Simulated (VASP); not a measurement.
# Ni (P6_3/mmc) in VASP: a series of runs, part 2 of 3

VASP 6.6.1.

### Step 3. Relaxation of cell and atoms, revPBE, collinear spin, ferromagnetic start

This run uses another cell than the first one, of 10.94 Å³/atom, 1.020 times its volume.

Contents of INCAR:

```
SYSTEM = Ni
ALGO = Normal ; EDIFF = 1E-6
EDIFFG = -0.01 ; ENCUT = 600
GGA = RE ; IBRION = 2
ISIF = 3 ; ISMEAR = -1
ISPIN = 2 ; LASPH = .TRUE.
LCHARG = .FALSE. ; LMAXMIX = 4
LORBIT = 11 ; LREAL = .FALSE.
LWAVE = .FALSE. ; MAGMOM = 0.8 0.8
NELM = 150 ; NSW = 80
PREC = Accurate ; SIGMA = 0.05
```

Contents of KPOINTS:

```
k-points
0
G
  14 14 8
  0 0 0
```

Contents of POSCAR:

```
Ni
1.0
    2.4917559660      0.0000000000      0.0000000000
   -1.2458779830      2.1579239666      0.0000000000
    0.0000000000      0.0000000000      4.0690374925
Ni
2
Direct
    0.3333333333      0.6666666667      0.2500000000
    0.6666666667      0.3333333333      0.7500000000
```

Potentials or basis: VASP PAW PBE potentials, release 64 (Ni).

On the command line:

```
cat potpaw_PBE.64/Ni/POTCAR > POTCAR
mpirun -np 1 vasp_std > vasp.out
```

OUTCAR:

```text
SYSTEM = Ni
   EDIFF = 1E-6
   EDIFFG = -0.01
   ENCUT = 600
   GGA = RE
   IBRION = 2
   ISIF = 3
   ISMEAR = -1
   ISPIN = 2
   LASPH = .TRUE.
   LORBIT = 11
   LREAL = .FALSE.
   NELM = 150
   NSW = 80
   PREC = Accurate

 ion  position               nearest neighbor table
   1  0.333  0.667  0.250-   2 2.49   2 2.49   2 2.49   2 2.49   2 2.49   2 2.49
   2  0.667  0.333  0.750-   1 2.49   1 2.49   1 2.49   1 2.49   1 2.49   1 2.49

  LATTYP: Found a hexagonal cell.
 ALAT       =     2.4917559660
 C/A-ratio  =     1.6330000000

  Lattice vectors:

 A1 = (   2.4917559660,   0.0000000000,   0.0000000000)
 A2 = (  -1.2458779830,   2.1579239666,   0.0000000000)
 A3 = (   0.0000000000,   0.0000000000,   4.0690374925)

Analysis of symmetry for initial positions (statically):
=====================================================================
 Subroutine PRICEL returns:
 Original cell was already a primitive cell.

 Routine SETGRP: Setting up the symmetry group for a
 hexagonal supercell.

 Subroutine GETGRP returns: Found 24 space group operations
 (whereof 12 operations were pure point group operations)
 out of a pool of 24 trial point group operations.

The static configuration has the point symmetry D_3d.
 The point group associated with its full space group is D_6h.

Analysis of symmetry for dynamics (positions and initial velocities):
=====================================================================
 Subroutine PRICEL returns:
 Original cell was already a primitive cell.

 Routine SETGRP: Setting up the symmetry group for a
 hexagonal supercell.

 Subroutine GETGRP returns: Found 24 space group operations
 (whereof 12 operations were pure point group operations)
 out of a pool of 24 trial point group operations.

The dynamic configuration has the point symmetry D_3d.
 The point group associated with its full space group is D_6h.

Analysis of structural, dynamic, and magnetic symmetry:
=====================================================================
 Subroutine PRICEL returns:
 Original cell was already a primitive cell.

 Routine SETGRP: Setting up the symmetry group for a
 hexagonal supercell.

 Subroutine GETGRP returns: Found 24 space group operations
 (whereof 12 operations were pure point group operations)
 out of a pool of 24 trial point group operations.

The overall configuration has the point symmetry D_3d.
 The point group associated with its full space group is D_6h.

 Subroutine INISYM returns: Found 24 space group operations
 (whereof 12 operations are pure point group operations),
 and found     1 'primitive' translations

----------------------------------------------------------------------------------------

                                     Primitive cell

  volume of cell :      21.8793

  direct lattice vectors                    reciprocal lattice vectors
     2.491755966  0.000000000  0.000000000     0.401323410  0.231704179  0.000000000
    -1.245877983  2.157923967  0.000000000     0.000000000  0.463408357  0.000000000
     0.000000000  0.000000000  4.069037492     0.000000000  0.000000000  0.245758365

  length of vectors
     2.491755966  2.491755966  4.069037492     0.463408357  0.463408357  0.245758365

  position of ions in fractional coordinates (direct lattice)
     0.333333333  0.666666667  0.250000000
     0.666666667  0.333333333  0.750000000

  ion indices of the primitive-cell ions
[... 79 lines left out ...]
   IBRION =      2    ionic relax: 0-MD 1-quasi-New 2-CG
   NFREE  =      1    steps in history (QN), initial steepest desc. (CG)
   ISIF   =      3    stress and relaxation
   ISYM   =      2    0-nonsym 1-usesym 2-fastsym
   POTIM  = 0.5000    time-step for ionic-motion
   TEBEG  =    0.0;   TEEND  =   0.0 temperature during run
   PSTRESS=    0.0 pullay stress
   NELECT =      20.0000    total number of electrons
   NUPDOWN=      -1.0000    fix difference up-down
   EMIN   =  10.00;   EMAX   =-10.00  energy-range for DOS
   EFERMI =   0.00;   METHOD = LEGACY
   ISMEAR =    -1;   SIGMA  =   0.05  broadening in eV -4-tet -1-fermi 0-gaus
   EFERMI_NEDOS =   21; number of points for ismear=-14 and -15
   IALGO  =     38    algorithm
   IMIX   =      4    mixing-type and parameters
     AMIX     =   0.40;   BMIX     =  1.00
     AMIX_MAG =   1.60;   BMIX_MAG =  1.00
  volume/ion in A,a.u.               =      10.94        73.82
  Fermi-wavevector in a.u.,A,eV,Ry     =   1.588816  3.002428 34.345698  2.524338
  Thomas-Fermi vector in A             =   2.687762
   LORBIT       =     11    0 simple, 1 ext, 2 COOP (PROOUT), +10 PAW based schemes
   GGA     = RE    functional components
   LHFCALC =     F    Hartree Fock is set to
   AEXX    =    0.0000 exact exchange contribution
   IVDW    =     0    specifies the selected vdW correction
   LEPSILON=     F    determine dielectric tensor
   LRPA    =     F    only Hartree local field effects (RPA)
 conjugate gradient relaxation of ions
 spin polarized calculation
  energy-cutoff  :      600.00
  volume of cell :       21.88
 maximum number of plane-waves:       760
 NGX is ok and might be reduce to    20
   NGX =  9   NGY =  9   NGZ = 17

--------------------------------------- Ionic step        1  -------------------------------------------

 number of electron      19.9999997 magnetization       1.2898758

 Free energy of the ion-electron system (eV)
  ---------------------------------------------------
  ext. energy  EPLUGINS =         0.00000000
  ---------------------------------------------------
  free energy    TOTEN  =       -10.07817718 eV

  energy without entropy =      -10.03948655  energy(sigma->0) =      -10.05883186

------------------------ aborting loop because EDIFF is reached ----------------------------------------

  FORCE on cell =-STRESS in cart. coord.  units (eV):
  Direction    XX          YY          ZZ          XY          YZ          ZX
  --------------------------------------------------------------------------------------
  -------------------------------------------------------------------------------------
  Total        0.4771544      0.4771544      0.5891657      0.0000000      0.0000000      0.0000000
  in kB       34.9410714     34.9410714     43.1434347      0.0000000      0.0000000      0.0000000
  external PRESSURE =      37.6751925 kB  Pullay stress =       0.0000000 kB
[... 167 lines left out ...]
--------------------------------------- Ionic step        6  -------------------------------------------

 number of electron      20.0000007 magnetization       1.3180905

 Free energy of the ion-electron system (eV)
  ---------------------------------------------------
  ext. energy  EPLUGINS =         0.00000000
  ---------------------------------------------------
  free energy    TOTEN  =       -10.08362271 eV

  energy without entropy =      -10.04454003  energy(sigma->0) =      -10.06408137

 E-fermi :   9.1519     XC(G=0): -13.0136

 val. band max:        9.1480565120   @ k =   0.0714   0.0714   0.2500
 cond. band min:       9.1521502590   @ k =   0.3571   0.0714   0.0000
 fundamental gap:      0.0040937470
 Fermi energy:         9.1518994798

 spin component 1

 k-point     1 :       0.0000    0.0000    0.0000
  band No.  band energies     occupation
      1       0.3027      1.00000
      2       4.4374      1.00000
      3       6.7521      1.00000
      4       6.8418      1.00000
      5       6.8418      1.00000
      6       7.0958      1.00000
      7       7.0958      1.00000
      8       7.4872      1.00000
      9       7.4872      1.00000
     10       8.3867      1.00000
     11       8.3867      1.00000
     12       8.8434      0.99791
     13      14.5703      0.00000
     14      31.4970      0.00000
[... 403 lines left out ...]
      4       5.8955      1.00000
      5       6.5953      1.00000
      6       6.6800      1.00000
      7       7.3470      1.00000
      8       8.1785      1.00000
      9       8.3145      1.00000
     10       8.3610      1.00000
     11      12.7887      0.00000
     12      13.5299      0.00000
     13      15.2423      0.00000
     14      20.6716      0.00000
     15      20.8060      0.00000

 [... further k-points ...]

 spin component 2

 k-point     1 :       0.0000    0.0000    0.0000
  band No.  band energies     occupation
      1       0.2546      1.00000
      2       4.8548      1.00000
      3       7.4933      1.00000
      4       7.5557      1.00000
      5       7.5557      1.00000
      6       7.8294      1.00000
      7       7.8294      1.00000
      8       8.2031      1.00000
      9       8.2031      1.00000
     10       8.7651      0.99956
     11       9.1466      0.52640
     12       9.1466      0.52640
     13      14.9872      0.00000
     14      31.3337      0.00000
[... 444 lines left out ...]
  FREE ENERGIE OF THE ION-ELECTRON SYSTEM (eV)
  ---------------------------------------------------
  free  energy   TOTEN  =       -10.0836227059 eV

  energy  without entropy=      -10.0445400262  energy(sigma->0) =      -10.06408137

 reached required accuracy - stopping structural energy minimisation

 total charge

# of ion       s       p       d       tot
------------------------------------------
    1        0.485   0.475   8.300   9.260
    2        0.485   0.475   8.300   9.260
--------------------------------------------------
tot          0.970   0.950  16.601  18.521

 magnetization (x)

# of ion       s       p       d       tot
------------------------------------------
    1       -0.005  -0.024   0.702   0.673
    2       -0.005  -0.024   0.702   0.673
--------------------------------------------------
tot         -0.009  -0.049   1.405   1.346
```

OSZICAR:

```text
N       E                     dE             d eps       ncg     rms          rms(c)
DAV:   1     0.936251132754E+02    0.93625E+02   -0.10484E+04  7408   0.209E+03
DAV:   2    -0.942820957354E+01   -0.10305E+03   -0.98219E+02  7221   0.288E+02
[... 49 lines left out ...]
       N       E                     dE             d eps       ncg     rms          rms(c)
DAV:   1    -0.100837470266E+02   -0.13022E-03   -0.37328E-03  7984   0.562E-01    0.864E-02
DAV:   2    -0.100836501325E+02    0.96894E-04   -0.10004E-04  9207   0.227E-01    0.429E-02
DAV:   3    -0.100836299477E+02    0.20185E-04   -0.58333E-05  9326   0.135E-01    0.173E-02
DAV:   4    -0.100836239750E+02    0.59727E-05   -0.99091E-06  8005   0.637E-02    0.690E-03
DAV:   5    -0.100836229408E+02    0.10342E-05   -0.93002E-07  3705   0.195E-02    0.396E-03
DAV:   6    -0.100836227059E+02    0.23493E-06   -0.38868E-07  3705   0.808E-03
   6 F= -.10083623E+02 E0= -.10064081E+02  d E =-.371465E-04  mag=     1.3181
```

CONTCAR:

```text
Ni
   1.00000000000000
     2.5054053287563458    0.0000000000000000   -0.0000000000000000
    -1.2527026643781729    2.1697446614926710    0.0000000000000000
    -0.0000000000000000    0.0000000000000000    4.1071070290313223
  Ni
     2
Direct
     0.3333333332999970    0.6666666667000030    0.2500000000000000
     0.6666666667000030    0.3333333332999970    0.7500000000000000

  0.00000000E+00  0.00000000E+00  0.00000000E+00
  0.00000000E+00  0.00000000E+00  0.00000000E+00
```

Wall time 4.4 min (1 thread of Intel Xeon 6975P-C, shared host); peak memory 0.21 GiB.

Results:

| Property | Result |
| --- | --- |
| Free energy | -10.0836 eV |
| Relaxed volume | 11.16 Å³/atom |
| Relaxed cell | a = 2.505 Å, b = 2.505 Å, c = 4.107 Å, α = 90.00°, β = 90.00°, γ = 120.00° |
| Space group after relaxing (to 0.05 Å) | P6_3/mmc (No. 194) |
| Energy gained by relaxing | 2.7 meV/atom |
| Ionic steps | 6 |
| Pressure after relaxing | 0.0 GPa |
| Net moment | 1.32 μB per cell |
| Site moments | Ni +0.67 μB |
| Valence electrons inside the program's atomic spheres | Ni 9.26 |

Step by step:
```csv
step,energy change (eV),largest force (eV/Å),pressure (GPa),volume (Å³)
1,0.0000,0.0000,3.77,21.88
2,-0.0022,0.0000,-2.80,22.70
3,-0.0054,0.0000,-0.05,22.34
4,-0.0054,0.0000,0.03,22.33
5,-0.0054,0.0000,0.02,22.33
6,-0.0054,0.0000,0.03,22.33
```

Final structure:
```
Ni
1.0
     2.50541    0.00000    0.00000
    -1.25270    2.16974    0.00000
     0.00000    0.00000    4.10711
Ni
2
Direct
  0.33333 0.66667 0.25000
  0.66667 0.33333 0.75000
```

Levels at points of the mesh, in eV from the Fermi level:
Spin up:
| k point | band 7 | band 8 | band 9 | band 10 | band 11 | band 12 | band 13 | band 14 | band 15 |
| --- | --- | --- | --- | --- | --- | --- | --- | --- | --- |
| (0.00, 0.00, 0.00) | -2.06 | -1.66 | -1.66 | -0.77 | -0.77 | -0.31 | 5.42 | 22.35 | 24.03 |
| (0.50, 0.00, 0.00) | -2.02 | -0.67 | -0.60 | -0.55 | 1.09 | 2.92 | 9.14 | 9.66 | 12.14 |
| (0.00, 0.00, 0.50) | -2.35 | -2.35 | -1.04 | -1.04 | -1.04 | -1.04 | 14.05 | 14.05 | 23.06 |
| (0.50, 0.00, 0.50) | -1.02 | -1.02 | -0.60 | -0.60 | 1.43 | 1.43 | 6.57 | 6.57 | 17.91 |
Spin down:
```tsv
k point	band 6	band 7	band 8	band 9	band 10	band 11	band 12	band 13
(0.00, 0.00, 0.00)	-1.32	-1.32	-0.95	-0.95	-0.39	-0.01	-0.01	5.84
(0.50, 0.00, 0.00)	-1.66	-1.31	0.14	0.18	0.27	1.58	3.31	9.25
(0.00, 0.00, 0.50)	-1.64	-1.64	-1.64	-0.28	-0.28	-0.28	-0.28	14.17
(0.50, 0.00, 0.50)	-0.86	-0.37	-0.37	0.22	0.22	1.57	1.57	6.90
```

Caveat: the PAW data sets were made with another functional, which shifts forces and pressure a little.

### Step 4. Single point, revPBE

This run uses another cell than the first one, of 11.12 Å³/atom, 1.037 times its volume.

Contents of INCAR:

```
PREC = Accurate
ENCUT = 520
EDIFF = 1E-6
ISMEAR = -1
SIGMA = 0.1
LREAL = False
LASPH = True
NELM = 100
ALGO = Normal
ISIF = 2
LWAVE = False
LCHARG = False
GGA = RE
NBANDS = 17
```

Contents of KPOINTS:

```
Automatic mesh
0
Gamma
  14 14 8
```

Contents of POSCAR:

```
Ni
1.0
    2.4998113983      0.0000000000      0.0000000000
   -1.2499056991      2.1649001756      0.0000000000
    0.0000000000      0.0000000000      4.1095711363
Ni
2
Direct
    0.3333333333      0.6666666667      0.2500000000
    0.6666666667      0.3333333333      0.7500000000
```

On the command line:

```
cat potpaw_PBE.64/Ni/POTCAR > POTCAR
mpirun -np 1 vasp_std > vasp.out
```

It took 29 s on 1 thread of AMD EPYC 9R45 (Zen 5), shared host; peak memory 0.12 GiB.

It converged, with:

```yaml
Free_energy: -10.0671 eV
Pressure: 0.2 GPa
Band_gap_on_the_k_mesh: zero (band 10 reaches 9.11 eV, above the bottom of band 11 at 8.58 eV)
```

Levels at points of the mesh, in eV from the Fermi level:
| k point | band 8 | band 9 | band 10 | band 11 | band 12 | band 13 |
| --- | --- | --- | --- | --- | --- | --- |
| (0.00, 0.00, 0.00) | -1.09 | -1.09 | -0.21 | -0.17 | -0.17 | 5.81 |
| (0.50, 0.00, 0.00) | -0.04 | 0.00 | 0.08 | 1.53 | 3.33 | 9.39 |
| (0.00, 0.00, 0.50) | -1.79 | -0.45 | -0.45 | -0.45 | -0.45 | 14.26 |
| (0.50, 0.00, 0.50) | -0.48 | 0.03 | 0.03 | 1.67 | 1.67 | 6.96 |

Caveat: the PAW data sets were made with another functional, which shifts forces and pressure a little; the run has no spin polarisation, though such a crystal can be magnetic. Spin polarisation is off, so any magnetic state and its effect on volume and gap are missing.

### Step 5. Single point, revPBE (volume scaled by 0.88)

Contents of INCAR:

```
SYSTEM = Ni
ALGO = Normal ; EDIFF = 1E-6
ENCUT = 520 ; GGA = RE
ISIF = 2 ; ISMEAR = -1
LASPH = .True. ; LCHARG = .False.
LREAL = .False. ; LWAVE = .False.
NBANDS = 17 ; NELM = 100
PREC = Accurate ; SIGMA = 0.1
```

Contents of KPOINTS:

```
k-points
0
Gamma
  16 16 9
  0 0 0
```

Contents of POSCAR:

```
Ni
1.0
    2.3955291945      0.0000000000      0.0000000000
   -1.1977645973      2.0745891380      0.0000000000
    0.0000000000      0.0000000000      3.9381361493
Ni
2
Direct
    0.3333333333      0.6666666667      0.2500000000
    0.6666666667      0.3333333333      0.7500000000
```

Potentials or basis: VASP PAW PBE potentials, release 64 (Ni).

On the command line:

```
cat potpaw_PBE.64/Ni/POTCAR > POTCAR
mpirun -np 1 vasp_std > vasp.out
```

OUTCAR:

```text
SYSTEM = Ni
   EDIFF = 1E-6
   ENCUT = 520
   GGA = RE
   ISIF = 2
   ISMEAR = -1
   LASPH = .True.
   LREAL = .False.
   NELM = 100
   PREC = Accurate

 ion  position               nearest neighbor table
   1  0.333  0.667  0.250-   2 2.41   2 2.41   2 2.41   2 2.41   2 2.41   2 2.41
   2  0.667  0.333  0.750-   1 2.41   1 2.41   1 2.41   1 2.41   1 2.41   1 2.41

  LATTYP: Found a hexagonal cell.
 ALAT       =     2.3955291945
 C/A-ratio  =     1.6439524754

  Lattice vectors:

 A1 = (   2.3955291945,   0.0000000000,   0.0000000000)
[... 193 lines left out ...]
      6       9.1386      2.00000
[... 457 lines left out ...]
      4       7.5088      2.00000
      5       8.5211      2.00000
      6       8.9801      2.00000
[... 9 lines left out ...]
     16      29.2219      0.00000
     17      30.9710      0.00000

 [... further k-points ...]
[... 5 lines left out ...]
  --------------------------------------------------------------------------------------
  -------------------------------------------------------------------------------------
  Total        3.9459982      3.9459982      3.9461891     -0.0000000      0.0000000      0.0000000
  in kB      323.0302343    323.0302343    323.0458642     -0.0000000      0.0000000      0.0000000
  external PRESSURE =     323.0354443 kB  Pullay stress =       0.0000000 kB

 VOLUME and BASIS-vectors are now :
 -----------------------------------------------------------------------------
  energy-cutoff  :      520.00
  volume of cell :       19.57
      direct lattice vectors                 reciprocal lattice vectors
     2.395529194  0.000000000  0.000000000     0.417444297  0.241011577  0.000000000
    -1.197764597  2.074589138  0.000000000     0.000000000  0.482023154  0.000000000
     0.000000000  0.000000000  3.938136149     0.000000000  0.000000000  0.253927229

 POSITION                                       TOTAL-FORCE (eV/Angst)
 -----------------------------------------------------------------------------------
     -0.00000      1.38306      0.98453         0.000000     -0.000000      0.000000
      1.19776      0.69153      2.95360        -0.000000      0.000000      0.000000
 -----------------------------------------------------------------------------------
    total drift:                                0.000000     -0.000000     -0.000000

  FREE ENERGIE OF THE ION-ELECTRON SYSTEM (eV)
  ---------------------------------------------------
  free  energy   TOTEN  =        -9.8288006275 eV

  energy  without entropy=       -9.6515952240  energy(sigma->0) =       -9.74019793
```

OSZICAR:

```text
N       E                     dE             d eps       ncg     rms          rms(c)
DAV:   1     0.854400854825E+02    0.85440E+02   -0.98146E+03  5380   0.178E+03
DAV:   2    -0.872342691582E+01   -0.94164E+02   -0.88327E+02  5107   0.254E+02
DAV:   3    -0.116966728914E+02   -0.29732E+01   -0.29096E+01  5785   0.589E+01
DAV:   4    -0.117313704694E+02   -0.34698E-01   -0.34683E-01  6285   0.549E+00
DAV:   5    -0.117321803523E+02   -0.80988E-03   -0.80985E-03  6045   0.774E-01    0.151E+01
DAV:   6    -0.102745552952E+02    0.14576E+01   -0.79340E+00  5311   0.635E+01    0.720E+00
DAV:   7    -0.987156884097E+01    0.40299E+00   -0.14216E+00  5617   0.246E+01    0.323E+00
DAV:   8    -0.983112472219E+01    0.40444E-01   -0.15419E-02  7798   0.263E+00    0.710E-01
DAV:   9    -0.982877532025E+01    0.23494E-02   -0.10832E-03  7318   0.325E-01    0.517E-02
DAV:  10    -0.982880021024E+01   -0.24890E-04   -0.52182E-05  5718   0.824E-02    0.267E-02
DAV:  11    -0.982880062755E+01   -0.41730E-06   -0.21084E-06  5898   0.154E-02
   1 F= -.98288006E+01 E0= -.97401979E+01  d E =-.177205E+00
```

Run time: 31 s. Hardware: 1 thread of AMD EPYC 9R45 (Zen 5), shared host; peak memory 0.12 GiB.

What came out:

```
Free energy            : -9.8288 eV
Pressure               : 32.3 GPa
Band gap on the k mesh : zero (band 10 reaches 11.05 eV, above the bottom of band 11 at 10.48 eV)
```

Levels at points of the mesh, in eV from the Fermi level:
```csv
k point,band 7,band 8,band 9,band 10,band 11,band 12,band 13,band 14
"(0.00, 0.00, 0.00)",-1.79,-1.30,-1.30,-0.46,-0.19,-0.19,6.74,23.60
"(0.50, 0.00, 0.00)",-1.76,-0.04,0.02,0.11,1.72,3.80,10.24,10.95
```

Caveat: the cell differs from its parent crystal (volume scaled by 0.88); the PAW data sets were made with another functional, which shifts forces and pressure a little; the run has no spin polarisation, though such a crystal can be magnetic.

(Part 2 of 3 ends here.)
